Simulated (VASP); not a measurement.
Here is a VASP 6.6.1 calculation.

Contents of POSCAR:

```
In
1.0
   -1.6213673936      1.6213673936      2.3945117975
    1.6213673936     -1.6213673936      2.3945117975
    1.6213673936      1.6213673936     -2.3945117975
In
1
Direct
    0.0000000000      0.0000000000      0.0000000000
```

INCAR.step1

```
PREC = Accurate
ENCUT = 520
ISMEAR = -1
SIGMA = 0.05
LREAL = False
LASPH = True
NELM = 80
NBANDS = 12
GGA = PE
ALGO = Normal
EDIFF = 1E-4
LWAVE = True
LCHARG = False
```

Contents of INCAR.step2:

```
PREC = Accurate
ENCUT = 520
EDIFF = 1E-7
ISMEAR = -1
SIGMA = 0.05
LREAL = False
LASPH = True
NELM = 80
ALGO = Normal
ISIF = 2
LWAVE = False
LCHARG = False
METAGGA = R2SCAN
LMIXTAU = True
NBANDS = 12
ISTART = 1
```

Contents of KPOINTS:

```
regular mesh
0
Gamma
  11 11 11
```

Potentials or basis: VASP PAW PBE potentials, release 64 (In_d).

The run is started by

```console
$ cat potpaw_PBE.64/In_d/POTCAR > POTCAR
$ cp INCAR.step1 INCAR
$ mpirun -np 1 vasp_std > vasp.out
$ cp INCAR.step2 INCAR
$ mpirun -np 1 vasp_std > vasp.out
```

Task: Predict the pressure.

Result: 2.0 GPa.

Task: Predict the band gap on the k mesh.

Result: Zero (an odd number of electrons rules out a gap without spin polarisation).

Caveat: the PAW data sets were made with another functional, which shifts forces and pressure a little; spin-orbit coupling is left out, which moves the levels of the heavy elements.
